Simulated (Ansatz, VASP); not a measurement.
Two plane-wave programs on Cd

The input INCAR:

```
SYSTEM = Cd
PREC = Accurate
ENCUT = 520
EDIFF = 1E-7
ISMEAR = -1
SIGMA = 0.1
LREAL = .FALSE.
LASPH = .TRUE.
NELM = 100
ALGO = Normal
ISIF = 2
LWAVE = .FALSE.
LCHARG = .FALSE.
GGA = RP
NBANDS = 25
```

KPOINTS

```
Automatic mesh
0
G
  8 8 11
  0 0 0
```

POSCAR

```
Cd
1.0
    5.3952978353      0.0000000000      0.0000000000
   -2.6976489176      4.6724649863      0.0000000000
    0.0000000000      0.0000000000      3.2567815217
Cd
3
Direct
    0.0000000000      1.0000000000      0.0000000000
    0.3333333333      0.6666666667      0.5000000000
    0.6666666667      0.3333333333      0.5000000000
```

Input for Ansatz:

```yaml
crystal:
  lattice:
    - [5.3952978353, 0.0, 0.0]
    - [-2.6976489176, 4.6724649863, 0.0]
    - [0.0, 0.0, 3.2567815217]
  atoms:
    - { symbol: Cd, position: [0.0, 1.0, 0.0] }
    - { symbol: Cd, position: [0.3333333333, 0.6666666667, 0.5] }
    - { symbol: Cd, position: [0.6666666667, 0.3333333333, 0.5] }
hamiltonian:
  xc: rpbe
  pseudopotentials:
    kind: paw
    azcp:
      Cd: "pseudopotentials/Cd.paw.azcp"
basis:
  ecutwfc: 420
  fft_grid_basis: typed
kpoints:
  mp_grid: { grid: [8, 8, 11], shift: [0, 0, 0] }
magnetization:
  spin_polarized: false
scf:
  occupations: { method: fermi_dirac, width: 0.1 }
  lower_state_search: "off"
output:
  stress: true
```

Alike in both runs: task single point; functional RPBE; k mesh 8 × 8 × 11; occupations fermi-dirac, width 0.1 eV; no spin polarisation.

|  | VASP | Ansatz |
| --- | --- | --- |
| version | VASP 6.6.1 | Ansatz 0.2.0 |
| potentials or method | VASP PAW PBE potentials, release 64 (Cd), cutoff 520 eV | plane waves (420 eV) with PAW, scalar-relativistic |
| valence electrons in the cell | 36 | 60 |

|  | VASP | Ansatz | Ansatz less VASP |
| --- | --- | --- | --- |
| pressure (GPa) | -1.3 | -1.4 | -0.11 |

VASP's potentials were made for PBE, not for RPBE. VASP's potentials hold 36 valence electrons a cell and Ansatz's 60, so a difference there can come from the potentials and not from the codes.
